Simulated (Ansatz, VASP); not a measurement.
SrCl2 in VASP and in Ansatz

The input INCAR:

```
ALGO = Normal
EDIFF = 1E-6
ENCUT = 520
GGA = PE
ISIF = 2
ISMEAR = 0
LASPH = True
LCHARG = False
LREAL = False
LWAVE = False
NBANDS = 19
NELM = 80
PREC = Accurate
SIGMA = 0.05
```

KPOINTS

```
k-points
0
Gamma
  6 6 6
```

POSCAR

```
SrCl2
1.0
    0.0000000000      3.5564718766      3.3356149731
    3.5564718766      0.0000000000      3.3356149731
    3.5564718766      3.5564718766      0.0000000000
Sr Cl
1 2
Direct
    0.0000000000      0.0000000000      0.0000000000
    0.2500000000      0.2500000000      0.2500000000
    0.7500000000      0.7500000000      0.7500000000
```

Input for Ansatz:

```yaml
crystal:
  lattice:
    - [0.0, 3.5564718766, 3.3356149731]
    - [3.5564718766, 0.0, 3.3356149731]
    - [3.5564718766, 3.5564718766, 0.0]
  atoms:
    - { symbol: Sr, position: [0.0, 0.0, 0.0] }
    - { symbol: Cl, position: [0.25, 0.25, 0.25] }
    - { symbol: Cl, position: [0.75, 0.75, 0.75] }
basis:
  ecutwfc: 420
kpoints:
  mp_grid: { grid: [6, 6, 6] }
hamiltonian:
  xc: pbe
scf:
  occupations: { method: gaussian, width: 0.05 }
output:
  forces: true
  stress: true
  eigenvalues: true
```

Alike in both runs: task single point; functional PBE; k mesh 6 × 6 × 6; occupations gaussian, width 0.05 eV; no spin polarisation.

|  | VASP | Ansatz |
| --- | --- | --- |
| version | VASP 6.6.1 | Ansatz 0.2.0 |
| potentials or method | VASP PAW PBE potentials, release 64 (Sr_sv, Cl), cutoff 520 eV | scalar-relativistic, plane waves, PAW |
| valence electrons in the cell | 24 | 24 |

```tsv
	VASP	Ansatz	Ansatz less VASP
gap on the k mesh at the Fermi level (eV)	4.96	4.97	+0.004
least direct gap on the mesh (eV)	5.19	5.19	+0.001
pressure (GPa)	1.4	1.3	-0.09
traceless stress, the component that is largest in VASP (GPa)	2.30	2.32	+0.014
```
